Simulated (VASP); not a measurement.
# HgTe in VASP: notebook

Runs on HgTe. Level: PBE. Tasks: single point.

Program: VASP 6.6.1. These are calculated values, not measurements. Logs are shortened: lines on timing, memory, paths and dates and some standing lists are left out, and cuts for length are marked.

### Step 1. The cell of the first run

It takes space group Imm2 (No. 44, orthorhombic). Conventional cell: a = 4.701 Å, b = 4.701 Å, c = 6.648 Å, α = 90.00°, β = 90.00°, γ = 90.00°. Hg (site symmetry mm2) has 4 Te at 2.83 to 2.93 Å within 3.7 Å. Within 3.7 Å of Te (site symmetry mm2) lie 4 Hg at 2.83 to 2.93 Å.

### Step 2. Single point, PBE (atom 1 (Hg) moved 0.08 Å along z)

The input, INCAR:

```
SYSTEM = HgTe
PREC     = Accurate       ! precision mode
ENCUT    = 520            ! plane-wave cutoff, eV
EDIFF    = 1E-6           ! SCF threshold, eV
ISMEAR   = 0              ! smearing method
SIGMA    = 0.05           ! smearing width, eV
LREAL    = .FALSE.        ! projectors in reciprocal space
LASPH    = .TRUE.         ! aspherical terms in the spheres
NELM     = 60             ! most SCF steps
ALGO     = Normal         ! electronic algorithm
ISIF     = 2              ! what is computed and relaxed
LWAVE    = .FALSE.        ! write WAVECAR
LCHARG   = .TRUE.         ! write CHGCAR
GGA      = PE             ! functional
LELF     = .TRUE.         ! ELF
LVHAR    = .TRUE.       
NBANDS   = 16             ! bands
```

The input, KPOINTS:

```
regular mesh
0
G
  10 10 10
  0 0 0
```

The input, POSCAR:

```
HgTe
1.0
    0.0000000000      3.3242171039      3.3242171039
    3.3242171039      0.0000000000      3.3242171039
    3.3242171039      3.3242171039      0.0000000000
Hg Te
1 1
Direct
    0.0120329084      0.0120329084     -0.0120329084
    0.2500000000      0.2500000000      0.2500000000
```

Potentials or basis: VASP PAW PBE potentials, release 64 (Hg, Te).

Launch:

```console
$ cat potpaw_PBE.64/Hg/POTCAR potpaw_PBE.64/Te/POTCAR > POTCAR
$ mpirun -np 1 vasp_std > vasp.out
```

OUTCAR:

```text
SYSTEM = HgTe
   PREC = Accurate
   ENCUT = 520
   EDIFF = 1E-6
   ISMEAR = 0
   LREAL = .FALSE.
   LASPH = .TRUE.
   NELM = 60
   ISIF = 2
   GGA = PE

 ion  position               nearest neighbor table
   1  0.012  0.012  0.988-   2 2.83   2 2.83   2 2.93   2 2.93
   2  0.250  0.250  0.250-   1 2.83   1 2.83   1 2.93   1 2.93

  LATTYP: Found a face centered cubic cell.
 ALAT       =     6.6484342078

  Lattice vectors:

 A1 = (   0.0000000000,   3.3242171039,   3.3242171039)
 A2 = (   3.3242171039,   0.0000000000,   3.3242171039)
 A3 = (   3.3242171039,   3.3242171039,   0.0000000000)

Analysis of symmetry for initial positions (statically):
=====================================================================
 Subroutine PRICEL returns:
 Original cell was already a primitive cell.

 Routine SETGRP: Setting up the symmetry group for a
 face centered cubic supercell.

 Subroutine GETGRP returns: Found  4 space group operations
 (whereof  4 operations were pure point group operations)
 out of a pool of 48 trial point group operations.

The static configuration has the point symmetry C_2v.

Analysis of symmetry for dynamics (positions and initial velocities):
=====================================================================
 Subroutine PRICEL returns:
 Original cell was already a primitive cell.

 Routine SETGRP: Setting up the symmetry group for a
 face centered cubic supercell.

 Subroutine GETGRP returns: Found  4 space group operations
 (whereof  4 operations were pure point group operations)
 out of a pool of 48 trial point group operations.

The dynamic configuration has the point symmetry C_2v.

 Subroutine INISYM returns: Found  4 space group operations
 (whereof  4 operations are pure point group operations),
 and found     1 'primitive' translations

----------------------------------------------------------------------------------------

                                     Primitive cell

  volume of cell :      73.4680

  direct lattice vectors                    reciprocal lattice vectors
     0.000000000  3.324217104  3.324217104    -0.150411355  0.150411355  0.150411355
     3.324217104  0.000000000  3.324217104     0.150411355 -0.150411355  0.150411355
     3.324217104  3.324217104  0.000000000     0.150411355  0.150411355 -0.150411355

  length of vectors
     4.701152913  4.701152913  4.701152913     0.260520109  0.260520109  0.260520109

  position of ions in fractional coordinates (direct lattice)
     0.012032908  0.012032908  0.987967092
     0.250000000  0.250000000  0.250000000

  ion indices of the primitive-cell ions
   primitive index   ion index
                 1           1
                 2           2

----------------------------------------------------------------------------------------

 KPOINTS: regular mesh

Automatic generation of k-mesh.
 Grid dimensions read from file:
 generate k-points for:   10   10   10

 Generating k-lattice:

  Cartesian coordinates                     Fractional coordinates (reciprocal lattice)
    -0.015041136  0.015041136  0.015041136     0.100000000  0.000000000  0.000000000
     0.015041136 -0.015041136  0.015041136     0.000000000  0.100000000  0.000000000
     0.015041136  0.015041136 -0.015041136     0.000000000  0.000000000  0.100000000

  Length of vectors
     0.026052011  0.026052011  0.026052011

  Shift w.r.t. Gamma in fractional coordinates (k-lattice)
     0.000000000  0.000000000  0.000000000

 Subroutine IBZKPT returns following result:
 ===========================================

 Found    171 irreducible k-points:

 Following reciprocal coordinates:
            Coordinates               Weight
  0.000000  0.000000  0.000000      1.000000
  0.100000  0.000000  0.000000      4.000000
  0.000000  0.000000  0.100000      4.000000
  0.200000  0.000000  0.000000      4.000000
  0.000000  0.000000  0.200000      4.000000
  0.300000  0.000000  0.000000      4.000000
[... 16 lines left out ...]
  0.000000  0.400000  0.100000      8.000000
  0.100000  0.000000  0.400000      8.000000
 [... further k-points ...]
   k-points           NKPTS =    171   k-points in BZ     NKDIM =    171   number of bands    NBANDS=     16
   number of dos      NEDOS =    301   number of ions     NIONS =      2
   total plane-waves  NPLWV =  46656
   dimension x,y,z NGX =    36 NGY =   36 NGZ =   36
   dimension x,y,z NGXF=    72 NGYF=   72 NGZF=   72
   ions per type =               1   1
   NGX,Y,Z   is equivalent  to a cutoff of  12.73, 12.73, 12.73 a.u.
   NGXF,Y,Z  is equivalent  to a cutoff of  25.46, 25.46, 25.46 a.u.
 SYSTEM =  HgTe
   PREC   = accura    normal or accurate (medium, high low for compatibility)
   ISTART =      0    job   : 0-new  1-cont  2-samecut
   ICHARG =      2    charge: 1-file 2-atom 10-const
   ISPIN  =      1    spin polarized calculation?
   LNONCOLLINEAR =      F non collinear calculations
   LSORBIT =      F    spin-orbit coupling
   LASPH  =      T    aspherical Exc in radial PAW
   ENCUT  =  520.0 eV  38.22 Ry    6.18 a.u.   8.74  8.74  8.74*2*pi/ulx,y,z
   NELM   =     60;   NELMIN=  2; NELMDL= -5     # of ELM steps
   EDIFF  = 0.1E-05   stopping-criterion for ELM
   LREAL  =      F    real-space projection
   EDIFFG = 0.1E-04   stopping-criterion for IOM
   NSW    =      0    number of steps for IOM
   IBRION =     -1    ionic relax: 0-MD 1-quasi-New 2-CG
   NFREE  =      0    steps in history (QN), initial steepest desc. (CG)
   ISIF   =      2    stress and relaxation
   ISYM   =      2    0-nonsym 1-usesym 2-fastsym
   POTIM  = 0.5000    time-step for ionic-motion
   TEBEG  =    0.0;   TEEND  =   0.0 temperature during run
   PSTRESS=    0.0 pullay stress
   NELECT =      18.0000    total number of electrons
   NUPDOWN=      -1.0000    fix difference up-down
   EMIN   =  10.00;   EMAX   =-10.00  energy-range for DOS
   EFERMI =   0.00;   METHOD = LEGACY
   ISMEAR =     0;   SIGMA  =   0.05  broadening in eV -4-tet -1-fermi 0-gaus
   EFERMI_NEDOS =   21; number of points for ismear=-14 and -15
   IALGO  =     38    algorithm
   IMIX   =      4    mixing-type and parameters
     AMIX     =   0.40;   BMIX     =  1.00
     AMIX_MAG =   1.60;   BMIX_MAG =  1.00
  volume/ion in A,a.u.               =      36.73       247.89
  Fermi-wavevector in a.u.,A,eV,Ry     =   1.024392  1.935821 14.277675  1.049379
  Thomas-Fermi vector in A             =   2.158177
   LORBIT       =      0    0 simple, 1 ext, 2 COOP (PROOUT), +10 PAW based schemes
   GGA     = PE    functional components
   LHFCALC =     F    Hartree Fock is set to
   AEXX    =    0.0000 exact exchange contribution
   IVDW    =     0    specifies the selected vdW correction
   LEPSILON=     F    determine dielectric tensor
   LRPA    =     F    only Hartree local field effects (RPA)
 non-spin polarized calculation
 Gauss-broadening in eV      SIGMA  =   0.05
  energy-cutoff  :      520.00
  volume of cell :       73.47
 maximum number of plane-waves:      2006
   NGX = 17   NGY = 17   NGZ = 17

 number of electron      17.9999999 magnetization

 Free energy of the ion-electron system (eV)
  ---------------------------------------------------
  ext. energy  EPLUGINS =         0.00000000
  ---------------------------------------------------
  free energy    TOTEN  =        -3.64266404 eV

  energy without entropy =       -3.64259853  energy(sigma->0) =       -3.64263128

 E-fermi :   2.2704     XC(G=0):  -8.3626

 val. band max:        2.2589522506   @ k =   0.0000   0.0000   0.0000
 cond. band min:       2.2768024699   @ k =   0.0000   0.0000   0.0000
 fundamental gap:      0.0178502193
 Fermi energy:         2.2704465106

 k-point     1 :       0.0000    0.0000    0.0000
  band No.  band energies     occupation
      1      -9.1827      2.00000
      2      -4.7175      2.00000
      3      -4.6616      2.00000
      4      -4.6016      2.00000
      5      -4.2279      2.00000
      6      -4.2216      2.00000
[... 8 lines left out ...]
     15      11.6331      0.00000
     16      11.6774      0.00000

 k-point     2 :       0.1000    0.0000    0.0000
  band No.  band energies     occupation
      1      -9.1423      2.00000
      2      -4.7060      2.00000
      3      -4.6503      2.00000
      4      -4.5851      2.00000
      5      -4.2288      2.00000
      6      -4.2212      2.00000
[... 8 lines left out ...]
     15      11.0987      0.00000
     16      11.1288      0.00000

 k-point     3 :       0.0000    0.0000    0.1000
  band No.  band energies     occupation
      1      -9.1395      2.00000
      2      -4.7023      2.00000
      3      -4.6445      2.00000
      4      -4.5903      2.00000
      5      -4.2291      2.00000
      6      -4.2239      2.00000
[... 8 lines left out ...]
     15      11.0919      0.00000
     16      11.0920      0.00000

 k-point     4 :       0.2000    0.0000    0.0000
  band No.  band energies     occupation
      1      -9.0339      2.00000
      2      -4.6766      2.00000
      3      -4.6225      2.00000
      4      -4.5210      2.00000
      5      -4.2294      2.00000
      6      -4.2177      2.00000
[... 8 lines left out ...]
     15      10.7468      0.00000
     16      10.7601      0.00000
[... 324 lines left out ...]
 k-point    22 :       0.4000    0.1000    0.0000
  band No.  band energies     occupation
      1      -8.7827      2.00000
      2      -4.6045      2.00000
      3      -4.5752      2.00000
      4      -4.2454      2.00000
      5      -4.2108      2.00000
      6      -4.1707      2.00000
[... 8 lines left out ...]
     15      11.1409      0.00000
     16      11.8827      0.00000

 k-point    23 :       0.0000    0.4000    0.1000
  band No.  band energies     occupation
      1      -8.7843      2.00000
      2      -4.6181      2.00000
      3      -4.5663      2.00000
      4      -4.2786      2.00000
      5      -4.2010      2.00000
      6      -4.1486      2.00000
[... 8 lines left out ...]
     15      11.1211      0.00000
     16      11.9688      0.00000

 k-point    24 :       0.1000    0.0000    0.4000
  band No.  band energies     occupation
      1      -8.7556      2.00000
      2      -4.5490      2.00000
      3      -4.5134      2.00000
      4      -4.3022      2.00000
      5      -4.2217      2.00000
      6      -4.1987      2.00000
[... 8 lines left out ...]
     15      11.1113      0.00000
     16      11.8716      0.00000

 [... further k-points ...]

------------------------ aborting loop because EDIFF is reached ----------------------------------------

  FORCE on cell =-STRESS in cart. coord.  units (eV):
  Direction    XX          YY          ZZ          XY          YZ          ZX
  --------------------------------------------------------------------------------------
  -------------------------------------------------------------------------------------
  Total        0.0857289      0.0857289      0.0544764      0.2872920      0.0000000      0.0000000
  in kB        1.8695608      1.8695608      1.1880111      6.2652159      0.0000000      0.0000000
  external PRESSURE =       1.6423776 kB  Pullay stress =       0.0000000 kB

 VOLUME and BASIS-vectors are now :
 -----------------------------------------------------------------------------
  energy-cutoff  :      520.00
  volume of cell :       73.47
      direct lattice vectors                 reciprocal lattice vectors
     0.000000000  3.324217104  3.324217104    -0.150411355  0.150411355  0.150411355
     3.324217104  0.000000000  3.324217104     0.150411355 -0.150411355  0.150411355
     3.324217104  3.324217104  0.000000000     0.150411355  0.150411355 -0.150411355

 POSITION                                       TOTAL-FORCE (eV/Angst)
 -----------------------------------------------------------------------------------
      3.32422      3.32422      0.08000        -0.000000     -0.000000     -0.218141
      1.66211      1.66211      1.66211         0.000000      0.000000      0.218141
 -----------------------------------------------------------------------------------
    total drift:                                0.000000      0.000000     -0.000002

  FREE ENERGIE OF THE ION-ELECTRON SYSTEM (eV)
  ---------------------------------------------------
  free  energy   TOTEN  =        -3.6426640361 eV

  energy  without entropy=       -3.6425985312  energy(sigma->0) =       -3.64263128
```

It took 64 s on 1 thread of Intel Xeon 6975P-C (Granite Rapids), shared host; peak memory 0.36 GiB.

Results:

| Property | Result |
| --- | --- |
| Free energy | -3.6427 eV |
| Pressure | 0.2 GPa |
| Largest force | 0.218 eV/Å |
| Band gap on the k mesh | 0.02 eV |

Forces on the atoms (eV/Å):
```
Hg   0.000  0.000 -0.218
Te   0.000  0.000  0.218
```

Levels at points of the mesh, in eV from the valence-band top:
```tsv
k point	band 5	band 6	band 7	band 8	band 9	band 10	band 11	band 12	band 13	band 14
(0.00, 0.00, 0.00)	-6.49	-6.48	-0.94	-0.06	0.00	0.02	4.32	4.35	4.43	6.49
(0.50, 0.00, 0.00)	-6.45	-6.21	-4.86	-0.90	-0.74	0.60	4.91	5.22	6.73	7.75
(0.00, 0.00, 0.50)	-6.46	-6.26	-5.08	-0.95	-0.79	0.79	4.98	5.28	6.84	7.73
(0.50, 0.50, 0.00)	-6.44	-6.12	-4.99	-1.96	-1.93	1.86	2.72	7.91	8.39	8.62
(0.00, 0.50, 0.50)	-6.43	-6.12	-5.00	-1.95	-1.93	1.90	2.68	7.91	8.50	8.51
```

Caveat: the cell differs from its parent crystal (atom 1 (Hg) moved 0.08 Å along z); spin-orbit coupling is left out, which moves the levels of the heavy elements. A k mesh can miss the band edges.

### Step 3. Single point, PBE

The input, INCAR:

```
PREC = Accurate ; ENCUT = 520
EDIFF = 1E-6 ; ISMEAR = 0
SIGMA = 0.05 ; LREAL = False
LASPH = True ; NELM = 60
ALGO = Normal ; ISIF = 2
LWAVE = False ; LCHARG = True
GGA = PE ; LELF = True
LVHAR = True ; NBANDS = 16
```

The input, KPOINTS:

```
regular mesh
0
Gamma
  10 10 10
```

The input, POSCAR:

```
HgTe
1.0
    0.0498632566      3.3242171039      3.3242171039
    3.3740803605      0.0000000000      3.3740803605
    3.3242171039      3.3242171039      0.0498632566
Hg Te
1 1
Direct
    0.0000000000      0.0000000000      0.0000000000
    0.2500000000      0.2500000000      0.2500000000
```

Potentials or basis: VASP PAW PBE potentials, release 64 (Hg, Te).

Launch:

```console
$ cat potpaw_PBE.64/Hg/POTCAR potpaw_PBE.64/Te/POTCAR > POTCAR
$ mpirun -np 1 vasp_std > vasp.out
```

Run time: 58 s. Hardware: 1 thread of Intel Xeon 6975P-C (Granite Rapids), shared host; peak memory 0.35 GiB.

Results (log left out):

```
Free energy            : -3.6453 eV
Pressure               : 0.1 GPa
Largest force          : 0.108 eV/Å
Band gap on the k mesh : 0.03 eV
```

Forces on the atoms (eV/Å):
```
Hg   0.000  0.108  0.000
Te   0.000 -0.108  0.000
```

Stress tensor (GPa, compression positive):
```
 0.14  0.00 -0.88
 0.00  0.12  0.00
-0.88  0.00  0.14
```

Levels at points of the mesh, in eV from the valence-band top:
| k point | band 6 | band 7 | band 8 | band 9 | band 10 | band 11 | band 12 | band 13 |
| --- | --- | --- | --- | --- | --- | --- | --- | --- |
| (0.00, 0.00, 0.00) | -6.48 | -0.95 | -0.05 | 0.00 | 0.03 | 4.22 | 4.37 | 4.51 |
| (0.50, 0.00, 0.00) | -6.22 | -4.99 | -0.89 | -0.89 | 0.63 | 4.99 | 5.13 | 6.83 |
| (0.00, 0.50, 0.00) | -6.23 | -4.95 | -0.80 | -0.78 | 0.75 | 5.06 | 5.22 | 6.74 |
| (0.50, 0.50, 0.00) | -6.11 | -5.00 | -1.94 | -1.94 | 1.90 | 2.70 | 7.84 | 8.49 |
| (0.50, 0.00, 0.50) | -6.11 | -5.00 | -2.05 | -1.83 | 1.88 | 2.72 | 7.92 | 8.49 |

Caveat: spin-orbit coupling is left out, which moves the levels of the heavy elements. A k mesh can miss the band edges.

### Step 4. Single point, PBE, non-collinear spin, zero start, spin-orbit coupling

The input, INCAR:

```
  PREC = Accurate
  ENCUT = 520
  EDIFF = 1E-6
  ISMEAR = 0
  SIGMA = 0.05
  LREAL = False
  LASPH = True
  NELM = 150
  ALGO = Normal
  ISIF = 2
  LWAVE = False
  LCHARG = False
  LNONCOLLINEAR = True
  MAGMOM = 0 0 0 0 0 0
  LORBIT = 11
  LSORBIT = True
  GGA_COMPAT = False
  LORBMOM = True
  GGA = PE
  NBANDS = 30
```

KPOINTS is that of step 3.

The input, POSCAR:

```
HgTe
1.0
    0.0000000000      3.3242171039      3.3242171039
    3.3242171039      0.0000000000      3.3242171039
    3.3242171039      3.3242171039      0.0000000000
Hg Te
1 1
Direct
    0.0000000000      0.0000000000      0.0000000000
    0.2500000000      0.2500000000      0.2500000000
```

Launch:

```console
$ cat potpaw_PBE.64/Hg/POTCAR potpaw_PBE.64/Te/POTCAR > POTCAR
$ mpirun -np 1 vasp_ncl > vasp.out
```

It took 3.7 min on 1 thread of Intel Xeon 6975P-C (Granite Rapids), shared host; peak memory 0.52 GiB.

Results (log left out):

* Free energy: -4.0456 eV
* Pressure: -0.1 GPa
* Net moment: 0.00 μB per cell
* Valence electrons inside the program's atomic spheres: Hg 10.47; Te 3.34

Moments on the atoms (μB; x, y, z):
```
Hg  0.00 0.00 0.00
Te  0.00 0.00 0.00
```

### Step 5. Overview

| spin | cell | gap on the mesh (eV) | pressure (GPa) | largest force (eV/Å) |
| --- | --- | --- | --- | --- |
| off | a = 4.701 Å, angles 60.0°, 2 atoms, atomic positions A | 0.02 | 0.2 | 0.22 |
| off | a = 4.701, b = 4.772 Å, angles 59.5, 59.0, 59.5°, 2 atoms, atomic positions B | 0.03 | 0.1 | 0.11 |
| non-collinear, zero start, SOC | a = 4.701 Å, angles 60.0°, 2 atoms, atomic positions B | - | -0.1 | - |

Alike in all rows: task single point; level PBE; potentials or basis VASP PAW PBE potentials, release 64 (Hg, Te); k mesh 10 × 10 × 10; cutoff (eV) 520; smearing gaussian 0.05 eV.

Caveats: spin-orbit coupling is left out, which moves the levels of the heavy elements (at least some runs).

Absolute energies hang on the potentials; compare differences alone.
